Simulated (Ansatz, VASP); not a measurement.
## ZrSi2 in VASP and in Ansatz

```
CELL_PARAMETERS angstrom
1.85300 -7.36750 0.00000
1.85300 7.36750 0.00000
0.00000 0.00000 3.67200
ATOMIC_POSITIONS crystal
Zr 0.89460 0.10540 0.25000
Zr 0.10540 0.89460 0.75000
Si 0.55220 0.44780 0.25000
Si 0.44780 0.55220 0.75000
Si 0.24960 0.75040 0.25000
Si 0.75040 0.24960 0.75000
```

Alike in both runs: task relaxation of cell and atoms; functional LDA; k mesh 6 × 6 × 6; occupations fermi-dirac, width 0.1 eV; no spin polarisation.

|  | VASP | Ansatz |
| --- | --- | --- |
| version | VASP 6.6.1 | Ansatz 0.2.0 |
| potentials or method | VASP PAW LDA potentials, release 64 (Zr_sv, Si), cutoff 600 eV | PAW plane waves |
| valence electrons in the cell | 40 | 40 |

|  | VASP | Ansatz | Ansatz less VASP |
| --- | --- | --- | --- |
| gap on the k mesh at the Fermi level, each at its own relaxed structure (eV) | none | none | - |
| relaxed volume (Å³/atom) | 16.05 | 16.03 | -0.016 |
| relaxed length of the cell vector where the two differ most in proportion (Å) | 3.634 | 3.631 | -0.0026 |

Ansatz warns that its potentials were made for another functional, while VASP's fit it. LDA's correlation is that of Perdew and Zunger in VASP and of Perdew and Wang (1992) in Ansatz. A gap of «none» marks a metal or a gap that the smearing closes.
